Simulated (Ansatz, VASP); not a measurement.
Two plane-wave programs on Mg5Cd3O8

Contents of INCAR:

```
SYSTEM = Mg5Cd3O8
  PREC = Accurate
  ENCUT = 520
  EDIFF = 1E-6
  ISMEAR = 0
  SIGMA = 0.02
  LREAL = Auto
  LASPH = .True.
  NELM = 100
  ALGO = Normal
  ISIF = 2
  LWAVE = .False.
  LCHARG = .False.
  GGA = PS
  NBANDS = 61
```

File KPOINTS:

```
regular mesh
0
Gamma
  6 6 6
  0 0 0
```

The input POSCAR:

```
Mg5Cd3O8
1.0
   -4.4039674661     -4.4039674662      0.0000000000
   -4.4039674661      0.0000000000     -4.4039674662
    0.0280857579     -4.4320532240     -4.4320532240
Cd Mg O
3 5 8
Direct
    0.5000000000      0.5000000000      0.5000000000
    0.0000000000      0.5000000000      0.5000000000
    0.5000000000      0.0000000000      0.5000000000
    0.0000000000      0.0000000000      0.5000000000
    0.5000000000      0.5000000000      0.0000000000
    0.0000000000      0.5000000000      0.0000000000
    0.5000000000      0.0000000000      0.0000000000
    0.0000000000      0.0000000000      0.0000000000
    0.2501692103      0.2501692103      0.2298403435
    0.7698212359      0.2501692103      0.2298403435
    0.2501692103      0.7698212359      0.2298403435
    0.7610907024      0.7610907024      0.2167278928
    0.2389092976      0.2389092976      0.7832721072
    0.7498307897      0.2301787641      0.7701596565
    0.2301787641      0.7498307897      0.7701596565
    0.7498307897      0.7498307897      0.7701596565
```

Input for Ansatz:

```yaml
crystal:
  lattice:
    - [-4.4039674661, -4.4039674662, 0.0]
    - [-4.4039674661, 0.0, -4.4039674662]
    - [0.0280857579, -4.432053224, -4.432053224]
  atoms:
    - { symbol: Cd, position: [0.5, 0.5, 0.5] }
    - { symbol: Cd, position: [0.0, 0.5, 0.5] }
    - { symbol: Cd, position: [0.5, 0.0, 0.5] }
    - { symbol: Mg, position: [0.0, 0.0, 0.5] }
    - { symbol: Mg, position: [0.5, 0.5, 0.0] }
    - { symbol: Mg, position: [0.0, 0.5, 0.0] }
    - { symbol: Mg, position: [0.5, 0.0, 0.0] }
    - { symbol: Mg, position: [0.0, 0.0, 0.0] }
    - { symbol: O, position: [0.2501692103, 0.2501692103, 0.2298403435] }
    - { symbol: O, position: [0.7698212359, 0.2501692103, 0.2298403435] }
    - { symbol: O, position: [0.2501692103, 0.7698212359, 0.2298403435] }
    - { symbol: O, position: [0.7610907024, 0.7610907024, 0.2167278928] }
    - { symbol: O, position: [0.2389092976, 0.2389092976, 0.7832721072] }
    - { symbol: O, position: [0.7498307897, 0.2301787641, 0.7701596565] }
    - { symbol: O, position: [0.2301787641, 0.7498307897, 0.7701596565] }
    - { symbol: O, position: [0.7498307897, 0.7498307897, 0.7701596565] }
basis:
  ecutwfc: 420
kpoints:
  mp_grid: { grid: [6, 6, 6] }
  band_path: { path: [[0.0, 0.0, 0.0], [0.05, 0.0, 0.0]], npoints: 1 }
hamiltonian:
  xc: pbesol
scf:
  occupations: { method: gaussian, width: 0.02 }
  n_extra_bands: 11
output:
  forces: true
  stress: true
  eigenvalues: true
```

Alike in both runs: task single point; functional PBEsol; k mesh 6 × 6 × 6; occupations gaussian, width 0.02 eV; no spin polarisation.

```csv
,VASP,Ansatz
version,VASP 6.6.1,Ansatz 0.2.0
potentials or method,"VASP PAW PBE potentials, release 64 (Cd, Mg, O), cutoff 520 eV","scalar-relativistic, plane waves, PAW"
valence electrons in the cell,94,158
```

Ansatz gave:

* gap on the k mesh at the Fermi level (eV): 1.78
* least direct gap on the mesh (eV): 1.78
* pressure (GPa): 0.0
* rms of the force components (eV/Å): 0.001

Question: What did VASP give for the same quantities?

Answer: gap on the k mesh at the Fermi level (eV): 1.77; least direct gap on the mesh (eV): 1.77; pressure (GPa): 0.6; rms of the force components (eV/Å): 0.045.

VASP's potentials were made for PBE, not for PBEsol. Atom by atom the forces differ by 0.044 eV/Å (rms over components). VASP's potentials hold 94 valence electrons a cell and Ansatz's 158, so a difference there can come from the potentials and not from the codes.
